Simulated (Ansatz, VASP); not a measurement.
# One calculation of SnO2, two programs

```xyz
6
Lattice="4.8265 0.0000 0.0000 0.0000 4.2785 0.0000 0.0000 0.0000 2.8902" Properties=species:S:1:pos:R:3 pbc="T T T"
Sn    2.4132    2.1392    1.4451
Sn    0.0000    0.0000    0.0000
O     1.6773    1.0411    0.0000
O     4.0906    1.0981    1.4451
O     0.7359    3.1804    1.4451
O     3.1492    3.2374    0.0000
```

Change from the starting cell: volume 9.947 Å^3 an atom, stretch along a over the lengths across it, relative to the relaxed cell 1.1282.

Alike in both runs: functional LDA; k mesh 6 × 6 × 10; occupations gaussian, width 0.05 eV; no spin polarisation.

Ansatz relaxed the structure, and its values are those at the end. VASP's run is a single point on that final structure, the one shown.

|  | VASP | Ansatz |
| --- | --- | --- |
| version | VASP 6.6.1 | Ansatz 0.2.0 |
| potentials or method | VASP PAW LDA potentials, release 64 (Sn_d, O), cutoff 520 eV | scalar-relativistic, plane waves, PAW |
| valence electrons in the cell | 52 | 52 |

```tsv
	VASP	Ansatz	Ansatz less VASP
gap on the k mesh at the Fermi level (eV)	3.34	3.31	-0.032
least direct gap on the mesh (eV)	3.45	3.41	-0.032
rms of the force components (eV/Å)	0.035	0.001	-0.0336
```

Ansatz warns that its potentials were made for another functional, while VASP's fit it. LDA's correlation is that of Perdew and Zunger in VASP and of Perdew and Wang (1992) in Ansatz. Ansatz's warnings: stress scf threshold loose.
